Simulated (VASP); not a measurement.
BaTiO3, 5 atoms in the cell. The structure is orthorhombic, space group Amm2 (No. 38). The conventional cell has a = 4.008 Å, b = 5.747 Å, c = 5.772 Å, α = 90.00°, β = 90.00°, γ = 90.00°. Within 3.7 Å of Ba (site symmetry mm2) lie 12 O at 2.79 to 2.98 Å and 8 Ti at 3.46 to 3.57 Å. Ti (site symmetry mm2) has 6 O at 1.89 to 2.19 Å within 2.5 Å. O (site symmetry mm2) has 2 Ti at 2.01 Å and 4 Ba at 2.79 to 2.98 Å and 8 O at 2.83 to 2.88 Å within 3.0 Å. O (site symmetry m) has 2 Ti at 1.89 to 2.19 Å within 2.5 Å. 

| Property | Result |
| --- | --- |
| Program | VASP 6.6.1 |
| Task | single point |
| Functional | PBE |
| Potentials or basis | VASP PAW PBE potentials, release 64 (Ba_sv, Ti_sv, O) |
| Cutoff | 520 eV |
| k mesh | 8 × 8 × 8 |
| Occupations | gaussian, width 0.02 eV |
| Spin | no spin polarisation |
| Hubbard terms | Ti d U = 4.0 eV |
| Dipole correction | no |
| Further INCAR settings | ALGO = Normal; EDIFF = 1e-07; NBANDS = 28 |

Potentials or basis: VASP PAW PBE potentials, release 64 (Ba_sv, Ti_sv, O).

Launch:

```bash
$ cat potpaw_PBE.64/Ba_sv/POTCAR potpaw_PBE.64/Ti_sv/POTCAR potpaw_PBE.64/O/POTCAR > POTCAR
$ mpirun -np 1 vasp_std > vasp.out
```

Hardware: 1 thread of Intel(R) Xeon(R) Platinum 8488C (Sapphire Rapids), on a shared host.

Problem. How long does it take, and how much memory?

Solution. Run time: 2.4 min on 1 thread of Intel(R) Xeon(R) Platinum 8488C (Sapphire Rapids), with other jobs on the host, peak memory 0.31 GiB. Counts: scf iterations 19, k points 105.
